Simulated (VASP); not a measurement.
# Ge (I4_1/amd) in VASP: a series of runs

The runs below take Ge through single point, with PBE.

All numbers are computed with VASP 6.6.1; they aren't measurements. Logs are shortened: lines on timing, memory, paths and dates and some standing lists are left out, and cuts for length are marked.

### 1 The cell of the first run

Symmetry: I4_1/amd, No. 141, tetragonal system. Conventional cell: a = 4.000 Å, b = 4.000 Å, c = 5.488 Å, α = 90.00°, β = 90.00°, γ = 90.00°. Within 3.2 Å of Ge (site symmetry -4m2) lie 4 Ge at 2.43 Å.

### 2 Single point, PBE (strain -0.0300 x Voigt [0, 1, 0, 0, 0, 0])

Contents of INCAR:

```
PREC     = Accurate       # precision mode
ENCUT    = 500            # plane-wave cutoff, eV
EDIFF    = 1E-6           # SCF threshold, eV
ISMEAR   = 0              # smearing method
SIGMA    = 0.15           # smearing width, eV
LREAL    = F              # projectors in reciprocal space
LASPH    = T              # aspherical terms in the spheres
NELM     = 120            # most SCF steps
ALGO     = Normal         # electronic algorithm
ISIF     = 2              # what is computed and relaxed
LWAVE    = F              # write WAVECAR
LCHARG   = F              # write CHGCAR
GGA      = PE             # functional
NBANDS   = 21             # bands
GGA_COMPAT= F
```

Contents of KPOINTS:

```
Automatic mesh
0
Gamma
  14 14 14
```

Contents of POSCAR:

```
Ge
1.0
    0.0000000000      2.7439069000      2.8287700000
    2.8287700000      0.0000000000      2.8287700000
    2.8287700000      2.7439069000      0.0000000000
Ge
2
Direct
    0.5000000000      0.5000000000      0.5000000000
    0.7500000000      0.7500000000      0.7500000000
```

Potentials or basis: VASP PAW PBE potentials, release 64 (Ge_d).

The run is started by

```
$ cat potpaw_PBE.64/Ge_d/POTCAR > POTCAR
$ mpirun -np 1 vasp_std > vasp.out
```

OUTCAR:

```text
PREC = Accurate
   ENCUT = 500
   EDIFF = 1E-6
   ISMEAR = 0
   LREAL = F
   LASPH = T
   NELM = 120
   ISIF = 2
   GGA = PE

 ion  position               nearest neighbor table
   1  0.500  0.500  0.500-   2 2.43   2 2.43   2 2.43   2 2.43
   2  0.750  0.750  0.750-   1 2.43   1 2.43   1 2.43   1 2.43

  LATTYP: Found a body centered tetragonal cell.
 ALAT       =     4.0004848988
 C/A-ratio  =     1.3717871555

  Lattice vectors:

 A1 = (   0.0000000000,  -2.7439069000,   2.8287700000)
 A2 = (   0.0000000000,  -2.7439069000,  -2.8287700000)
 A3 = (   2.8287700000,   2.7439069000,   0.0000000000)

Analysis of symmetry for initial positions (statically):
=====================================================================
 Subroutine PRICEL returns:
 Original cell was already a primitive cell.

 Routine SETGRP: Setting up the symmetry group for a
 body centered tetragonal supercell.

 Subroutine GETGRP returns: Found 16 space group operations
 (whereof  8 operations were pure point group operations)
 out of a pool of 16 trial point group operations.

The static configuration has the point symmetry D_2d.
 The point group associated with its full space group is D_4h.

Analysis of symmetry for dynamics (positions and initial velocities):
=====================================================================
 Subroutine PRICEL returns:
 Original cell was already a primitive cell.

 Routine SETGRP: Setting up the symmetry group for a
 body centered tetragonal supercell.

 Subroutine GETGRP returns: Found 16 space group operations
 (whereof  8 operations were pure point group operations)
 out of a pool of 16 trial point group operations.

The dynamic configuration has the point symmetry D_2d.
 The point group associated with its full space group is D_4h.

 Subroutine INISYM returns: Found 16 space group operations
 (whereof  8 operations are pure point group operations),
 and found     1 'primitive' translations

----------------------------------------------------------------------------------------

                                     Primitive cell

  volume of cell :      43.9132

  direct lattice vectors                    reciprocal lattice vectors
     0.000000000  2.743906900  2.828770000    -0.176755268  0.182221926  0.176755268
     2.828770000  0.000000000  2.828770000     0.176755268 -0.182221926  0.176755268
     2.828770000  2.743906900  0.000000000     0.176755268  0.182221926 -0.176755268

  length of vectors
     3.940934507  4.000484899  3.940934507     0.309337486  0.309337486  0.309337486

  position of ions in fractional coordinates (direct lattice)
     0.500000000  0.500000000  0.500000000
     0.750000000  0.750000000  0.750000000

  ion indices of the primitive-cell ions
   primitive index   ion index
                 1           1
                 2           2

----------------------------------------------------------------------------------------

 KPOINTS: Automatic mesh

Automatic generation of k-mesh.
 Grid dimensions read from file:
 generate k-points for:   14   14   14

 Generating k-lattice:

  Cartesian coordinates                     Fractional coordinates (reciprocal lattice)
    -0.012625376  0.013015852  0.012625376     0.071428571  0.000000000  0.000000000
     0.012625376 -0.013015852  0.012625376     0.000000000  0.071428571  0.000000000
     0.012625376  0.013015852 -0.012625376     0.000000000  0.000000000  0.071428571

  Length of vectors
     0.022095535  0.022095535  0.022095535

  Shift w.r.t. Gamma in fractional coordinates (k-lattice)
     0.000000000  0.000000000  0.000000000

 Subroutine IBZKPT returns following result:
 ===========================================

 Found    244 irreducible k-points:

 Following reciprocal coordinates:
            Coordinates               Weight
  0.000000  0.000000  0.000000      1.000000
  0.071429  0.000000  0.000000      8.000000
  0.142857  0.000000  0.000000      8.000000
  0.214286  0.000000  0.000000      8.000000
  0.285714  0.000000  0.000000      8.000000
  0.357143  0.000000  0.000000      8.000000
[... 16 lines left out ...]
  0.214286  0.142857  0.000000     16.000000
  0.285714  0.142857  0.000000     16.000000
 [... further k-points ...]
   k-points           NKPTS =    244   k-points in BZ     NKDIM =    244   number of bands    NBANDS=     21
   number of dos      NEDOS =    301   number of ions     NIONS =      2
   total plane-waves  NPLWV =  27000
   dimension x,y,z NGX =    30 NGY =   30 NGZ =   30
   dimension x,y,z NGXF=    60 NGYF=   60 NGZF=   60
   ions per type =               2
   NGX,Y,Z   is equivalent  to a cutoff of  12.66, 12.47, 12.66 a.u.
   NGXF,Y,Z  is equivalent  to a cutoff of  25.31, 24.93, 25.31 a.u.
 SYSTEM =  unknown system
   PREC   = accura    normal or accurate (medium, high low for compatibility)
   ISTART =      0    job   : 0-new  1-cont  2-samecut
   ICHARG =      2    charge: 1-file 2-atom 10-const
   ISPIN  =      1    spin polarized calculation?
   LNONCOLLINEAR =      F non collinear calculations
   LSORBIT =      F    spin-orbit coupling
   LASPH  =      T    aspherical Exc in radial PAW
   ENCUT  =  500.0 eV  36.75 Ry    6.06 a.u.   7.19  7.29  7.19*2*pi/ulx,y,z
   NELM   =    120;   NELMIN=  2; NELMDL= -5     # of ELM steps
   EDIFF  = 0.1E-05   stopping-criterion for ELM
   LREAL  =      F    real-space projection
   EDIFFG = 0.1E-04   stopping-criterion for IOM
   NSW    =      0    number of steps for IOM
   IBRION =     -1    ionic relax: 0-MD 1-quasi-New 2-CG
   NFREE  =      0    steps in history (QN), initial steepest desc. (CG)
   ISIF   =      2    stress and relaxation
   ISYM   =      2    0-nonsym 1-usesym 2-fastsym
   POTIM  = 0.5000    time-step for ionic-motion
   TEBEG  =    0.0;   TEEND  =   0.0 temperature during run
   PSTRESS=    0.0 pullay stress
   NELECT =      28.0000    total number of electrons
   NUPDOWN=      -1.0000    fix difference up-down
   EMIN   =  10.00;   EMAX   =-10.00  energy-range for DOS
   EFERMI =   0.00;   METHOD = LEGACY
   ISMEAR =     0;   SIGMA  =   0.15  broadening in eV -4-tet -1-fermi 0-gaus
   EFERMI_NEDOS =   21; number of points for ismear=-14 and -15
   IALGO  =     38    algorithm
   IMIX   =      4    mixing-type and parameters
     AMIX     =   0.40;   BMIX     =  1.00
     AMIX_MAG =   1.60;   BMIX_MAG =  1.00
  volume/ion in A,a.u.               =      21.96       148.17
  Fermi-wavevector in a.u.,A,eV,Ry     =   1.409059  2.662736 27.013664  1.985448
  Thomas-Fermi vector in A             =   2.531154
   LORBIT       =      0    0 simple, 1 ext, 2 COOP (PROOUT), +10 PAW based schemes
   GGA     = PE    functional components
   LHFCALC =     F    Hartree Fock is set to
   AEXX    =    0.0000 exact exchange contribution
   IVDW    =     0    specifies the selected vdW correction
   LEPSILON=     F    determine dielectric tensor
   LRPA    =     F    only Hartree local field effects (RPA)
 non-spin polarized calculation
 Gauss-broadening in eV      SIGMA  =   0.15
  energy-cutoff  :      500.00
  volume of cell :       43.91
 maximum number of plane-waves:      1135
 NGX is ok and might be reduce to    30
   NGX = 15   NGY = 15   NGZ = 15

 number of electron      28.0000014 magnetization

 Free energy of the ion-electron system (eV)
  ---------------------------------------------------
  ext. energy  EPLUGINS =         0.00000000
  ---------------------------------------------------
  free energy    TOTEN  =        -8.96226501 eV

  energy without entropy =       -8.96197763  energy(sigma->0) =       -8.96212132

 E-fermi :   5.4339     XC(G=0): -10.0725

 val. band max:        5.2473642553   @ k =   0.0714   0.0000   0.0000
 cond. band min:       5.4511913638   @ k =   0.0000   0.0000   0.0000
 fundamental gap:      0.2038271084
 Fermi energy:         5.4338937537

 k-point     1 :       0.0000    0.0000    0.0000
  band No.  band energies     occupation
      1     -19.5717      2.00000
      2     -19.5632      2.00000
      3     -19.5632      2.00000
      4     -19.5292      2.00000
      5     -19.5257      2.00000
      6     -19.3050      2.00000
[... 13 lines left out ...]
     20      14.5529      0.00000
     21      15.1348      0.00000

 k-point     2 :       0.0714    0.0000    0.0000
  band No.  band energies     occupation
      1     -19.5738      2.00000
      2     -19.5670      2.00000
      3     -19.5638      2.00000
      4     -19.5241      2.00000
      5     -19.5210      2.00000
      6     -19.3090      2.00000
[... 13 lines left out ...]
     20      14.1188      0.00000
     21      14.5787      0.00000

 k-point     3 :       0.1429    0.0000    0.0000
  band No.  band energies     occupation
      1     -19.5799      2.00000
      2     -19.5739      2.00000
      3     -19.5625      2.00000
      4     -19.5134      2.00000
      5     -19.5108      2.00000
      6     -19.3180      2.00000
[... 13 lines left out ...]
     20      13.6176      0.00000
     21      13.9761      0.00000

 k-point     4 :       0.2143    0.0000    0.0000
  band No.  band energies     occupation
      1     -19.5865      2.00000
      2     -19.5800      2.00000
      3     -19.5592      2.00000
      4     -19.5021      2.00000
      5     -19.5001      2.00000
      6     -19.3271      2.00000
[... 13 lines left out ...]
     20      13.4895      0.00000
     21      13.8035      0.00000

 k-point     5 :       0.2857    0.0000    0.0000
  band No.  band energies     occupation
      1     -19.5916      2.00000
      2     -19.5841      2.00000
      3     -19.5553      2.00000
      4     -19.4928      2.00000
      5     -19.4912      2.00000
      6     -19.3342      2.00000
[... 13 lines left out ...]
     20      13.8676      0.00000
     21      13.9714      0.00000
[... 382 lines left out ...]
     20      13.6230      0.00000
     21      14.3597      0.00000

 k-point    22 :       0.1429    0.1429    0.0000
  band No.  band energies     occupation
      1     -19.5796      2.00000
      2     -19.5752      2.00000
      3     -19.5717      2.00000
      4     -19.5144      2.00000
      5     -19.4936      2.00000
      6     -19.3485      2.00000
[... 13 lines left out ...]
     20      13.3267      0.00000
     21      15.2986      0.00000

 k-point    23 :       0.2143    0.1429    0.0000
  band No.  band energies     occupation
      1     -19.5867      2.00000
      2     -19.5790      2.00000
      3     -19.5699      2.00000
      4     -19.5062      2.00000
      5     -19.4802      2.00000
      6     -19.3627      2.00000
[... 13 lines left out ...]
     20      14.1078      0.00000
     21      15.1860      0.00000

 k-point    24 :       0.2857    0.1429    0.0000
  band No.  band energies     occupation
      1     -19.5948      2.00000
      2     -19.5846      2.00000
      3     -19.5621      2.00000
      4     -19.4963      2.00000
      5     -19.4683      2.00000
      6     -19.3735      2.00000
[... 13 lines left out ...]
     20      14.7060      0.00000
     21      15.2434      0.00000

 [... further k-points ...]
[... 5 lines left out ...]
  --------------------------------------------------------------------------------------
  -------------------------------------------------------------------------------------
  Total        1.4572425      2.0254995      1.4572425      0.0000000     -0.0000000      0.0000000
  in kB       53.1676868     73.9006185     53.1676868      0.0000000     -0.0000000      0.0000000
  external PRESSURE =      60.0786640 kB  Pullay stress =       0.0000000 kB

 VOLUME and BASIS-vectors are now :
 -----------------------------------------------------------------------------
  energy-cutoff  :      500.00
  volume of cell :       43.91
      direct lattice vectors                 reciprocal lattice vectors
     0.000000000  2.743906900  2.828770000    -0.176755268  0.182221926  0.176755268
     2.828770000  0.000000000  2.828770000     0.176755268 -0.182221926  0.176755268
     2.828770000  2.743906900  0.000000000     0.176755268  0.182221926 -0.176755268

 POSITION                                       TOTAL-FORCE (eV/Angst)
 -----------------------------------------------------------------------------------
      2.82877      2.74391      2.82877         0.000000      0.000000     -0.000000
      4.24315      4.11586      4.24315        -0.000000     -0.000000      0.000000
 -----------------------------------------------------------------------------------
    total drift:                                0.000000     -0.000000     -0.000000

  FREE ENERGIE OF THE ION-ELECTRON SYSTEM (eV)
  ---------------------------------------------------
  free  energy   TOTEN  =        -8.9622650052 eV

  energy  without entropy=       -8.9619776267  energy(sigma->0) =       -8.96212132
```

It took 2.6 min on 1 thread of Intel Xeon Platinum 8259CL at 2.50GHz (Skylake/Cascade Lake), shared host; peak memory 0.29 GiB.

What came out:

```
Free energy : -8.9623 eV
Pressure    : 6.0 GPa
```

Caveat: the cell differs from its parent crystal (strain -0.0300 x Voigt [0, 1, 0, 0, 0, 0]).

### 3 Single point, PBE (strain +0.0100 x Voigt [0, 1, 0, 0, 0, 0])

Contents of INCAR:

```
PREC = Accurate
ENCUT = 500
EDIFF = 1E-6
ISMEAR = 0
SIGMA = 0.15
LREAL = F
LASPH = T
NELM = 120
ALGO = Normal
ISIF = 2
LWAVE = F
LCHARG = F
GGA = PE
NBANDS = 21
GGA_COMPAT = F
```

Contents of KPOINTS:

```
regular mesh
0
Gamma
  14 14 14
```

Contents of POSCAR:

```
Ge
1.0
    0.0000000000      2.8570577000      2.8287700000
    2.8287700000      0.0000000000      2.8287700000
    2.8287700000      2.8570577000      0.0000000000
Ge
2
Direct
    0.5000000000      0.5000000000      0.5000000000
    0.7500000000      0.7500000000      0.7500000000
```

Potentials or basis: VASP PAW PBE potentials, release 64 (Ge_d).

The run is started by

```
$ cat potpaw_PBE.64/Ge_d/POTCAR > POTCAR
$ mpirun -np 1 vasp_std > vasp.out
```

OUTCAR:

```text
PREC = Accurate
   ENCUT = 500
   EDIFF = 1E-6
   ISMEAR = 0
   LREAL = F
   LASPH = T
   NELM = 120
   ISIF = 2
   GGA = PE

 ion  position               nearest neighbor table
   1  0.500  0.500  0.500-   2 2.46   2 2.46   2 2.46   2 2.46
   2  0.750  0.750  0.750-   1 2.46   1 2.46   1 2.46   1 2.46

  LATTYP: Found a body centered tetragonal cell.
 ALAT       =     4.0004848988
 C/A-ratio  =     1.4283556980

  Lattice vectors:

 A1 = (   0.0000000000,  -2.8570577000,   2.8287700000)
 A2 = (   0.0000000000,  -2.8570577000,  -2.8287700000)
[... 190 lines left out ...]
      3     -19.9037      2.00000
      4     -19.8702      2.00000
      5     -19.8693      2.00000
      6     -19.6673      2.00000
[... 565 lines left out ...]
     20      14.1918      0.00000
     21      14.6538      0.00000

 [... further k-points ...]
[... 5 lines left out ...]
  --------------------------------------------------------------------------------------
  -------------------------------------------------------------------------------------
  Total        0.8619997      0.6611733      0.8619997      0.0000000     -0.0000000      0.0000000
  in kB       30.2046233     23.1676310     30.2046233      0.0000000     -0.0000000      0.0000000
  external PRESSURE =      27.8589592 kB  Pullay stress =       0.0000000 kB

 VOLUME and BASIS-vectors are now :
 -----------------------------------------------------------------------------
  energy-cutoff  :      500.00
  volume of cell :       45.72
      direct lattice vectors                 reciprocal lattice vectors
     0.000000000  2.857057700  2.828770000    -0.176755268  0.175005216  0.176755268
     2.828770000  0.000000000  2.828770000     0.176755268 -0.175005216  0.176755268
     2.828770000  2.857057700  0.000000000     0.176755268  0.175005216 -0.176755268

 POSITION                                       TOTAL-FORCE (eV/Angst)
 -----------------------------------------------------------------------------------
      2.82877      2.85706      2.82877         0.000000      0.000000      0.000000
      4.24315      4.28559      4.24315        -0.000000     -0.000000     -0.000000
 -----------------------------------------------------------------------------------
    total drift:                                0.000000     -0.000000     -0.000000

  FREE ENERGIE OF THE ION-ELECTRON SYSTEM (eV)
  ---------------------------------------------------
  free  energy   TOTEN  =        -9.0179080621 eV

  energy  without entropy=       -9.0173923066  energy(sigma->0) =       -9.01765018
```

Wall time 2.7 min (1 thread of Intel Xeon Platinum 8259CL at 2.50GHz (Skylake/Cascade Lake), shared host); peak memory 0.29 GiB.

Results:

```
Free energy            : -9.0179 eV
Pressure               : 2.8 GPa
Band gap on the k mesh : zero (filled and empty bands touch)
```

Levels at points of the mesh, in eV from the Fermi level:
```
           k point  band 12  band 13  band 14  band 15  band 16  band 17
(0.00, 0.00, 0.00)    -0.11    -0.11    -0.03    -0.03     2.48     2.48
(0.50, 0.00, 0.00)    -7.61    -1.49    -1.40     0.10     3.66     3.72
(0.50, 0.50, 0.00)    -8.89    -3.12    -3.12     0.69     0.69     9.38
(0.50, 0.00, 0.50)    -8.94    -3.05    -3.05     0.76     0.76     9.37
```

Caveat: the cell differs from its parent crystal (strain +0.0100 x Voigt [0, 1, 0, 0, 0, 0]).

[end of part 1 of 2]
